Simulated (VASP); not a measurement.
Sn: single point with LDA

Crystal: Sn.

```
Sn
1.0
    -1.89465    1.89465    2.03675
     1.89465   -1.89465    2.03675
     1.89465    1.89465   -2.03675
Sn
1
Direct
  0.00000 0.00000 0.00000
```

This cell differs from its parent crystal: strain +0.0750 x Voigt [0, 0, 1, 0, 0, 0].

* Program: VASP 6.6.1
* Task: single point
* Functional: LDA
* Potentials or basis: VASP PAW LDA potentials, release 64 (Sn_d)
* Cutoff: 520 eV
* k mesh: 18 × 18 × 18
* Occupations: gaussian, width 0.15 eV
* Spin: no spin polarisation
* Dipole correction: no
* Further INCAR settings: ALGO = Fast; EDIFF = 1e-06; NBANDS = 13

- Pressure: -5.8 GPa
- Band gap on the k mesh: zero (band 7 reaches 13.96 eV, above the bottom of band 8 at 4.81 eV)

Stress tensor (GPa, compression positive):
```
-6.04  0.00  0.00
 0.00 -6.04  0.00
 0.00  0.00 -5.44
```

Levels at points of the mesh, in eV from the Fermi level:
```
           k point  band 4  band 5  band 6  band 7  band 8  band 9  band 10  band 11
(0.00, 0.00, 0.00)  -21.34  -21.31  -10.61    6.98    7.22    7.22    11.51    11.87
(0.50, 0.00, 0.00)  -21.32  -21.26   -6.55   -4.10    3.58    5.47     7.97     8.49
(0.50, 0.50, 0.00)  -21.31  -21.25   -6.14   -3.92    2.81    4.36     6.98     7.41
(0.50, 0.50, 0.50)  -21.27  -21.27   -3.15   -1.20    0.00    0.00     3.81     4.28
```

Run time: 2.4 min on 1 thread of Intel(R) Xeon(R) Platinum 8375C CPU @ 2.90GHz (Ice Lake), with other jobs on the host, peak memory 0.27 GiB.

Caveat: the cell differs from its parent crystal (strain +0.0750 x Voigt [0, 0, 1, 0, 0, 0]); spin-orbit coupling is left out, which moves the levels of the heavy elements.
